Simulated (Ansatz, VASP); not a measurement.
# One calculation of V, two programs

```
V
1.0
     2.60429    0.00000    0.00000
    -1.30215    2.25538    0.00000
     0.00000    0.00000    4.72334
V
2
Cartesian
  0.0000 1.5036 1.1808
  1.3021 0.7518 3.5425
```

Alike in both runs: functional LDA; k mesh 12 × 12 × 6; occupations methfessel-paxton of order 1, width 0.2 eV; collinear spin; fixed moment 1 μB; Hubbard terms V d U = 2.5 eV.

|  | VASP | Ansatz |
| --- | --- | --- |
| version | VASP 6.6.1 | Ansatz 0.2.0 |
| potentials or method | VASP PAW LDA potentials, release 64 (V_sv), cutoff 520 eV | all-electron LAPW, scalar-relativistic |
| task | single point | density of states |

|  | VASP | Ansatz | Ansatz less VASP |
| --- | --- | --- | --- |
| pressure (GPa) | -5.0 | -3.0 | +1.99 |
| traceless stress, the component that is largest in VASP (GPa) | -0.60 | -3.89 | -3.296 |
| size of the moment on the site where the two differ most (μB) | 0.44 | 1.55 | +1.109 |

LDA's correlation is that of Perdew and Zunger in VASP and of Perdew and Wang (1992) in Ansatz. Site moments also hang on the region over which each program counts them. The programs project onto different local orbitals, so the same U acts differently, and such runs can settle in different states. Ansatz ran all-electron here, and VASP with PAW potentials.

Noted on Ansatz's run: the magnetic state may not be the lowest; U is the effective U less J, on atomic orbitals that reach past the spheres.
